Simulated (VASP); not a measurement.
# PtS4 in VASP: notebook

The runs below take PtS4 through single point, with PBEsol.

Everything below comes from runs of VASP 6.6.1. Logs are shortened: lines on timing, memory, paths and dates and some standing lists are left out, and cuts for length are marked.

**1. The cell of the first run**

The cell holds a slab with vacuum, 5 atoms: a = 3.571 Å, b = 3.571 Å, c = 22.143 Å, α = 90.00°, β = 90.00°, γ = 120.00°.

**2. Single point, PBEsol**

The input, INCAR:

```
SYSTEM = PtS4
  ALGO = Normal
  DIPOL = 0.5 0.5 0.500
  EDIFF = 1E-6
  ENCUT = 400
  GGA = PS
  GGA_COMPAT = .False.
  IDIPOL = 3
  ISIF = 2
  ISMEAR = 0
  LASPH = .True.
  LCHARG = .False.
  LDIPOL = .True.
  LREAL = .False.
  LWAVE = .False.
  NBANDS = 25
  NELM = 120
  NELMDL = -8
  PREC = Accurate
  SIGMA = 0.05
```

The input, KPOINTS:

```
k-points
0
Gamma
  12 12 1
  0 0 0
```

The input, POSCAR:

```
PtS4
1.0
    3.5713268724      0.0000000000      0.0000000000
   -1.7856634362      3.0928597967      0.0000000000
    0.0000000000      0.0000000000     22.1433901852
S Pt
4 1
Direct
    0.3333333333      0.6666666667      0.3387015239
    0.6666666667      0.3333333333      0.4459621717
    0.3333333333      0.6666666667      0.5540378283
    0.6666666667      0.3333333333      0.6612984761
    0.0000000000      0.0000000000      0.5000000000
```

Potentials or basis: VASP PAW PBE potentials, release 64 (S, Pt).

Command:

```
$ cat potpaw_PBE.64/S/POTCAR potpaw_PBE.64/Pt/POTCAR > POTCAR
$ mpirun -np 1 vasp_std > vasp.out
```

OUTCAR:

```text
SYSTEM = PtS4
   EDIFF = 1E-6
   ENCUT = 400
   GGA = PS
   ISIF = 2
   ISMEAR = 0
   LASPH = .True.
   LREAL = .False.
   NELM = 120
   NELMDL = -8
   PREC = Accurate

 ion  position               nearest neighbor table
   1  0.333  0.667  0.339-
   2  0.667  0.333  0.446-   5 2.38   5 2.38   5 2.38
   3  0.333  0.667  0.554-   5 2.38   5 2.38   5 2.38
   4  0.667  0.333  0.661-
   5  0.000  0.000  0.500-   2 2.38   3 2.38   3 2.38   2 2.38   2 2.38   3 2.38

  LATTYP: Found a hexagonal cell.
 ALAT       =     3.5713268724
 C/A-ratio  =     6.2003258106

  Lattice vectors:

 A1 = (   3.5713268724,   0.0000000000,   0.0000000000)
 A2 = (  -1.7856634362,   3.0928597967,   0.0000000000)
 A3 = (   0.0000000000,   0.0000000000,  22.1433901852)

Analysis of symmetry for initial positions (statically):
=====================================================================
 Subroutine PRICEL returns:
 Original cell was already a primitive cell.

 Routine SETGRP: Setting up the symmetry group for a
 hexagonal supercell.

 Subroutine GETGRP returns: Found 12 space group operations
 (whereof 12 operations were pure point group operations)
 out of a pool of 24 trial point group operations.

The static configuration has the point symmetry D_3d.

Analysis of symmetry for dynamics (positions and initial velocities):
=====================================================================
 Subroutine PRICEL returns:
 Original cell was already a primitive cell.

 Routine SETGRP: Setting up the symmetry group for a
 hexagonal supercell.

 Subroutine GETGRP returns: Found 12 space group operations
 (whereof 12 operations were pure point group operations)
 out of a pool of 24 trial point group operations.

The dynamic configuration has the point symmetry D_3d.

 Subroutine INISYM returns: Found 12 space group operations
 (whereof 12 operations are pure point group operations),
 and found     1 'primitive' translations

----------------------------------------------------------------------------------------

                                     Primitive cell

  volume of cell :     244.5873

  direct lattice vectors                    reciprocal lattice vectors
     3.571326872  0.000000000  0.000000000     0.280007973  0.161662679  0.000000000
    -1.785663436  3.092859797  0.000000000     0.000000000  0.323325358  0.000000000
     0.000000000  0.000000000 22.143390185     0.000000000  0.000000000  0.045160203

  length of vectors
     3.571326872  3.571326872 22.143390185     0.323325358  0.323325358  0.045160203

  position of ions in fractional coordinates (direct lattice)
     0.333333333  0.666666667  0.338701524
     0.666666667  0.333333333  0.445962172
     0.333333333  0.666666667  0.554037828
     0.666666667  0.333333333  0.661298476
     0.000000000  0.000000000  0.500000000

  ion indices of the primitive-cell ions
   primitive index   ion index
                 1           1
                 2           2
                 3           3
                 4           4
                 5           5

----------------------------------------------------------------------------------------

 KPOINTS: k-points

Automatic generation of k-mesh.
 Grid dimensions read from file:
 generate k-points for:   12   12    1

 Generating k-lattice:

  Cartesian coordinates                     Fractional coordinates (reciprocal lattice)
     0.023333998  0.013471890  0.000000000     0.083333333  0.000000000  0.000000000
     0.000000000  0.026943780  0.000000000     0.000000000  0.083333333  0.000000000
     0.000000000  0.000000000  0.045160203     0.000000000  0.000000000  1.000000000

  Length of vectors
     0.026943780  0.026943780  0.045160203

  Shift w.r.t. Gamma in fractional coordinates (k-lattice)
     0.000000000  0.000000000  0.000000000

 Subroutine IBZKPT returns following result:
 ===========================================

 Found     19 irreducible k-points:

 Following reciprocal coordinates:
            Coordinates               Weight
  0.000000  0.000000  0.000000      1.000000
  0.083333  0.000000  0.000000      6.000000
  0.166667  0.000000  0.000000      6.000000
  0.250000  0.000000  0.000000      6.000000
  0.333333  0.000000  0.000000      6.000000
  0.416667 -0.000000  0.000000      6.000000
[... 11 lines left out ...]
  0.333333  0.250000  0.000000     12.000000
  0.333333  0.333333  0.000000      2.000000
   k-points           NKPTS =     19   k-points in BZ     NKDIM =     19   number of bands    NBANDS=     25
   number of dos      NEDOS =    301   number of ions     NIONS =      5
   total plane-waves  NPLWV =  82944
   dimension x,y,z NGX =    24 NGY =   24 NGZ =  144
   dimension x,y,z NGXF=    48 NGYF=   48 NGZF=  288
   ions per type =               4   1
   NGX,Y,Z   is equivalent  to a cutoff of  11.17, 11.17, 10.81 a.u.
   NGXF,Y,Z  is equivalent  to a cutoff of  22.34, 22.34, 21.62 a.u.
 SYSTEM =  PtS4
   PREC   = accura    normal or accurate (medium, high low for compatibility)
   ISTART =      0    job   : 0-new  1-cont  2-samecut
   ICHARG =      2    charge: 1-file 2-atom 10-const
   ISPIN  =      1    spin polarized calculation?
   LNONCOLLINEAR =      F non collinear calculations
   LSORBIT =      F    spin-orbit coupling
   LASPH  =      T    aspherical Exc in radial PAW
   ENCUT  =  400.0 eV  29.40 Ry    5.42 a.u.   5.82  5.82 36.11*2*pi/ulx,y,z
   NELM   =    120;   NELMIN=  2; NELMDL= -8     # of ELM steps
   EDIFF  = 0.1E-05   stopping-criterion for ELM
   LREAL  =      F    real-space projection
   EDIFFG = 0.1E-04   stopping-criterion for IOM
   NSW    =      0    number of steps for IOM
   IBRION =     -1    ionic relax: 0-MD 1-quasi-New 2-CG
   NFREE  =      0    steps in history (QN), initial steepest desc. (CG)
   ISIF   =      2    stress and relaxation
   ISYM   =      2    0-nonsym 1-usesym 2-fastsym
   POTIM  = 0.5000    time-step for ionic-motion
   TEBEG  =    0.0;   TEEND  =   0.0 temperature during run
   PSTRESS=    0.0 pullay stress
   NELECT =      34.0000    total number of electrons
   NUPDOWN=      -1.0000    fix difference up-down
   EMIN   =  10.00;   EMAX   =-10.00  energy-range for DOS
   EFERMI =   0.00;   METHOD = LEGACY
   ISMEAR =     0;   SIGMA  =   0.05  broadening in eV -4-tet -1-fermi 0-gaus
   EFERMI_NEDOS =   21; number of points for ismear=-14 and -15
   IALGO  =     38    algorithm
   IMIX   =      4    mixing-type and parameters
     AMIX     =   0.40;   BMIX     =  1.00
     AMIX_MAG =   1.60;   BMIX_MAG =  1.00
  volume/ion in A,a.u.               =      48.92       330.11
  Fermi-wavevector in a.u.,A,eV,Ry     =   0.848053  1.602588  9.785234  0.719194
  Thomas-Fermi vector in A             =   1.963656
   LORBIT       =      0    0 simple, 1 ext, 2 COOP (PROOUT), +10 PAW based schemes
   GGA     = PS    functional components
   LHFCALC =     F    Hartree Fock is set to
   AEXX    =    0.0000 exact exchange contribution
   IVDW    =     0    specifies the selected vdW correction
   LEPSILON=     F    determine dielectric tensor
   LRPA    =     F    only Hartree local field effects (RPA)
 non-spin polarized calculation
 Gauss-broadening in eV      SIGMA  =   0.05
  energy-cutoff  :      400.00
  volume of cell :      244.59
 maximum number of plane-waves:      4466
 NGX is ok and might be reduce to    24
   NGX = 11   NGY = 11   NGZ = 73

 dipolmoment           0.000000      0.000000     -0.000000 electrons x Angstroem

 number of electron      33.9999979 magnetization

 dipolmoment           0.000000      0.000000      0.000000 electrons x Angstroem

 Free energy of the ion-electron system (eV)
  ---------------------------------------------------
  ext. energy  EPLUGINS =         0.00000000
  ---------------------------------------------------
  free energy    TOTEN  =       -20.87770992 eV

  energy without entropy =      -20.86889181  energy(sigma->0) =      -20.87330086

 E-fermi :  -2.1300     XC(G=0):  -4.8276

 val. band max:       -2.1413980838   @ k =   0.4167   0.1667   0.0000
 cond. band min:      -2.1145087464   @ k =   0.4167  -0.0000   0.0000
 fundamental gap:      0.0268893374
 Fermi energy:        -2.1299507980

 k-point     1 :       0.0000    0.0000    0.0000
  band No.  band energies     occupation
      1     -17.2583      2.00000
      2     -15.0818      2.00000
      3     -13.5636      2.00000
      4     -13.2872      2.00000
      5      -8.6614      2.00000
      6      -8.6614      2.00000
[... 17 lines left out ...]
     24       4.5211      0.00000
     25       5.7113      0.00000

 k-point     2 :       0.0833    0.0000    0.0000
  band No.  band energies     occupation
      1     -17.1709      2.00000
      2     -15.0829      2.00000
      3     -13.5191      2.00000
      4     -13.2757      2.00000
      5      -8.6466      2.00000
      6      -8.6035      2.00000
[... 17 lines left out ...]
     24       4.4993      0.00000
     25       4.6203      0.00000

 k-point     3 :       0.1667    0.0000    0.0000
  band No.  band energies     occupation
      1     -16.9185      2.00000
      2     -15.0929      2.00000
      3     -13.3944      2.00000
      4     -13.2321      2.00000
      5      -8.5906      2.00000
      6      -8.4456      2.00000
[... 412 lines left out ...]
 k-point    18 :       0.3333    0.2500    0.0000
  band No.  band energies     occupation
      1     -15.3374      2.00000
      2     -15.2443      2.00000
      3     -12.7963      2.00000
      4     -12.7893      2.00000
      5      -8.7898      2.00000
      6      -8.1892      2.00000
[... 17 lines left out ...]
     24       6.1204      0.00000
     25       6.8168      0.00000

 k-point    19 :       0.3333    0.3333    0.0000
  band No.  band energies     occupation
      1     -15.2528      2.00000
      2     -15.2528      2.00000
      3     -12.7684      2.00000
      4     -12.7684      2.00000
      5      -8.5247      2.00000
      6      -8.2113      2.00000
[... 17 lines left out ...]
     24       6.3591      0.00000
     25       6.8134      0.00000

------------------------ aborting loop because EDIFF is reached ----------------------------------------

 vacuum level on the upper side and lower side of the slab       (xc-potential included)        -0.006        -0.006

  FORCE on cell =-STRESS in cart. coord.  units (eV):
  Direction    XX          YY          ZZ          XY          YZ          ZX
  --------------------------------------------------------------------------------------
  -------------------------------------------------------------------------------------
  Total       -5.6253565     -5.6253565     -3.3451052      0.0000000      0.0000000      0.0000000
  in kB      -36.8490829    -36.8490829    -21.9122219      0.0000000      0.0000000      0.0000000
  external PRESSURE =     -31.8701293 kB  Pullay stress =       0.0000000 kB

 VOLUME and BASIS-vectors are now :
 -----------------------------------------------------------------------------
  energy-cutoff  :      400.00
  volume of cell :      244.59
      direct lattice vectors                 reciprocal lattice vectors
     3.571326872  0.000000000  0.000000000     0.280007973  0.161662679  0.000000000
    -1.785663436  3.092859797  0.000000000     0.000000000  0.323325358  0.000000000
     0.000000000  0.000000000 22.143390185     0.000000000  0.000000000  0.045160203

 POSITION                                       TOTAL-FORCE (eV/Angst)
 -----------------------------------------------------------------------------------
     -0.00000      2.06191      7.50000         0.000000      0.000000      0.731289
      1.78566      1.03095      9.87511        -0.000000      0.000000     -0.795959
     -0.00000      2.06191     12.26828         0.000000      0.000000      0.795959
      1.78566      1.03095     14.64339        -0.000000      0.000000     -0.731289
      0.00000      0.00000     11.07170        -0.000000      0.000000     -0.000000
 -----------------------------------------------------------------------------------
    total drift:                               -0.000000     -0.000000      0.000000

  FREE ENERGIE OF THE ION-ELECTRON SYSTEM (eV)
  ---------------------------------------------------
  free  energy   TOTEN  =       -20.8777099217 eV

  energy  without entropy=      -20.8688918056  energy(sigma->0) =      -20.87330086

 vacuum level on the upper side and lower side of the slab         4.678         4.678
```

It took 91 s on 1 thread of Intel Xeon 6975P-C (Granite Rapids), shared host; peak memory 0.29 GiB.

What came out:

| Property | Result |
| --- | --- |
| Free energy | -20.8777 eV |
| Largest force | 0.796 eV/Å |
| Band gap on the k mesh | zero (bands 17 and 18 overlap by 1.16 eV) |

Forces in eV/Å, atoms in the order of the input:
```
S    0.000  0.000  0.731
S    0.000  0.000 -0.796
S    0.000  0.000  0.796
S    0.000  0.000 -0.731
Pt   0.000  0.000  0.000
```

Levels at points of the mesh, in eV from the Fermi level:
```
           k point  band 13  band 14  band 15  band 16  band 17  band 18  band 19  band 20  band 21  band 22
(0.00, 0.00, 0.00)    -1.26    -0.23     0.47     0.70     0.70     0.79     0.79     2.52     2.52     4.91
(0.50, 0.00, 0.00)    -2.70    -1.77    -1.62    -0.43    -0.01     0.10     0.15     2.17     2.41     5.61
```

Caveat: the PAW data sets were made with another functional, which shifts forces and pressure a little; spin-orbit coupling is left out, which moves the levels of the heavy elements.

**3. Single point, PBEsol**

The input, INCAR:

```
SYSTEM = PtS4
PREC = Accurate
ENCUT = 400
EDIFF = 1E-6
ISMEAR = 0
SIGMA = 0.05
LREAL = .FALSE.
LASPH = .TRUE.
NELM = 120
ALGO = Normal
ISIF = 2
LWAVE = .FALSE.
LCHARG = .FALSE.
LDIPOL = .TRUE.
IDIPOL = 3
DIPOL = 0.5 0.5 0.500
GGA = PS
NBANDS = 25
GGA_COMPAT = .FALSE.
NELMDL = -8
```

The input, KPOINTS:

```
regular mesh
0
G
  12 12 1
  0 0 0
```

The input, POSCAR:

```
PtS4
1.0
    3.5713268724      0.0000000000      0.0000000000
   -1.7856634362      3.0928597967      0.0000000000
    0.0000000000      0.0000000000     22.1433901852
S Pt
4 1
Direct
    0.3333333333      0.6666666667      0.3706502415
    0.6666666667      0.3333333333      0.4403022425
    0.3333333333      0.6666666667      0.5596977791
    0.6666666667      0.3333333333      0.6293497165
    0.0000000000      0.0000000000      0.5000000205
```

Potentials or basis: VASP PAW PBE potentials, release 64 (S, Pt).

Command:

```
$ cat potpaw_PBE.64/S/POTCAR potpaw_PBE.64/Pt/POTCAR > POTCAR
$ mpirun -np 1 vasp_std > vasp.out
```

Run time: 77 s. Hardware: 1 thread of Intel Xeon 6975P-C (Granite Rapids), shared host; peak memory 0.29 GiB.

Results (log left out):

```yaml
Free_energy: -22.0420 eV
Largest_force: 0.026 eV/Å
Band_gap_on_the_k_mesh: zero (bands 17 and 18 overlap by 0.45 eV)
```

Forces in eV/Å, atoms in the order of the input:
```
S    0.000  0.000 -0.026
S    0.000  0.000  0.021
S    0.000  0.000 -0.021
S    0.000  0.000  0.026
Pt   0.000  0.000  0.000
```

Levels at points of the mesh, in eV from the Fermi level:
```
           k point  band 15  band 16  band 17  band 18  band 19  band 20
(0.00, 0.00, 0.00)    -1.01    -0.90    -0.06     0.07     0.07     2.06
(0.50, 0.00, 0.00)    -1.51    -0.97    -0.88    -0.02     0.01     2.36
```

Caveat: the PAW data sets were made with another functional, which shifts forces and pressure a little; spin-orbit coupling is left out, which moves the levels of the heavy elements.

**4. Single point, PBEsol, non-collinear spin, zero start, spin-orbit coupling**

The input, INCAR:

```
PREC = Accurate
ENCUT = 400
EDIFF = 1E-6
ISMEAR = 0
SIGMA = 0.05
LREAL = F
LASPH = T
NELM = 200
ALGO = Normal
ISIF = 2
LWAVE = F
LCHARG = T
MAGMOM = 0 0 0 0 0 0 0 0 0 0 0 0 0 0 0
LORBIT = 11
LSORBIT = T
GGA_COMPAT = F
LORBMOM = T
LMAXMIX = 4
LDIPOL = T
IDIPOL = 3
DIPOL = 0.5 0.5 0.500
GGA = PS
LVHAR = T
LVACPOTAV = T
NBANDS = 49
NELMDL = -8
```

The input, KPOINTS:

```
regular mesh
0
Gamma
  12 12 1
```

POSCAR is that of step 3.

Command:

```
$ cat potpaw_PBE.64/S/POTCAR potpaw_PBE.64/Pt/POTCAR > POTCAR
$ mpirun -np 1 vasp_ncl > vasp.out
```

Wall time 6.5 min (1 thread of Intel Xeon 6975P-C (Granite Rapids), shared host); peak memory 0.68 GiB.

The run converged. Its results:

* Free energy: -22.4005 eV
* Largest force: 0.052 eV/Å
* Net moment: 0.00 μB per cell
* Valence electrons inside the program's atomic spheres: S 3.50, 3.46 (each value once); Pt 9.38

Forces in eV/Å, atoms in the order of the input:
```
S    0.000  0.000 -0.043
S    0.000  0.000  0.052
S    0.000  0.000 -0.052
S    0.000  0.000  0.043
Pt   0.000  0.000  0.000
```

Moments on the atoms (μB; x, y, z):
```
S   0.00 0.00 0.00
S   0.00 0.00 0.00
S   0.00 0.00 0.00
S   0.00 0.00 0.00
Pt  0.00 0.00 0.00
```

Caveat: the PAW data sets were made with another functional, which shifts forces and pressure a little.

**5. Summary**

```csv
spin,cell,gap on the mesh (eV),largest force (eV/Å)
off,"as given, atomic positions A",none,0.80
off,"as given, atomic positions B",none,0.03
"non-collinear, zero start, SOC","as given, atomic positions B",-,0.05
```

Alike in all rows: task single point; level PBEsol; potentials or basis VASP PAW PBE potentials, release 64 (S, Pt); k mesh 12 × 12 × 1; cutoff (eV) 400; smearing gaussian 0.05 eV.

Caveats: the PAW data sets were made with another functional, which shifts forces and pressure a little; spin-orbit coupling is left out, which moves the levels of the heavy elements (at least some runs).

Total energies depend on the potentials used, so only differences within one code and one set of settings carry meaning.
